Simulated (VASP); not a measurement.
Set up this calculation in VASP 6.6.1, as the native input.

| Property | Result |
| --- | --- |
| Task | single point |
| Functional | LDA |
| Potentials or basis | VASP PAW LDA potentials, release 64 (Al, N) |
| Cutoff | 520 eV |
| k mesh | 8 × 6 × 4 |
| Occupations | gaussian, width 0.05 eV |
| Spin | no spin polarisation |
| Dipole correction | no |
| Further INCAR settings | ALGO = Normal; EDIFF = 1e-06; NBANDS = 26 |

The structure of AlN lies in POSCAR:

```
AlN
1.0
   -1.6378403119      2.8368226349      0.0000000000
    0.0000000000      0.0000000000      4.1006264518
    4.9135209358      2.8368226349      0.0000000000
Al N
4 4
Direct
    0.5655663127      0.7500000000      0.1885221043
    1.0000000000      0.7500000000      0.6666666667
    0.0000000000      0.2500000000      0.3333333333
    0.5000000000      0.2500000000      0.8333333333
    0.5000000000      0.2500000000      0.1666666667
    1.0000000000      0.2500000000      0.6666666667
    0.0000000000      0.7500000000      0.3333333333
    0.5000000000      0.7500000000      0.8333333333
```

This cell differs from its parent crystal: atom 1 (Al) moved by +0.000 Å along [1 0 0] and +0.248 Å along [1 2 0].

One way to write it, as run:

INCAR

```
SYSTEM = AlN
PREC     = Accurate       ! precision mode
ENCUT    = 520            ! plane-wave cutoff, eV
EDIFF    = 1E-6           ! SCF threshold, eV
ISMEAR   = 0              ! smearing method
SIGMA    = 0.05           ! smearing width, eV
LREAL    = .FALSE.        ! projectors in reciprocal space
LASPH    = .TRUE.         ! aspherical terms in the spheres
NELM     = 80             ! most SCF steps
ALGO     = Normal         ! electronic algorithm
ISIF     = 2              ! what is computed and relaxed
LWAVE    = .FALSE.        ! write WAVECAR
LCHARG   = .FALSE.        ! write CHGCAR
GGA      = CA             ! functional
NBANDS   = 26             ! bands
```

KPOINTS

```
regular mesh
0
G
  8 6 4
  0 0 0
```

Potentials or basis: VASP PAW LDA potentials, release 64 (Al, N).

Command:

```sh
$ cat potpaw_LDA.64/Al/POTCAR potpaw_LDA.64/N/POTCAR > POTCAR
$ mpirun -np 1 vasp_std > vasp.out
```

Results of the run:

```json
{
 "Pressure": "4.3 GPa",
 "Largest force": "7.478 eV/Å",
 "Band gap on the k mesh": "3.48 eV"
}
```

Caveat: the cell differs from its parent crystal (atom 1 (Al) moved by +0.000 Å along [1 0 0] and +0.248 Å along [1 2 0]); the stress differs along the axes, from -3 to 16 GPa; forces of over 1 eV/Å act on the atoms, so gaps and moduli don't describe the material at rest.

Run time: 49 s on 1 thread of AMD EPYC 9R45 96-Core Processor (Zen 5), on a shared host, peak memory 0.19 GiB.
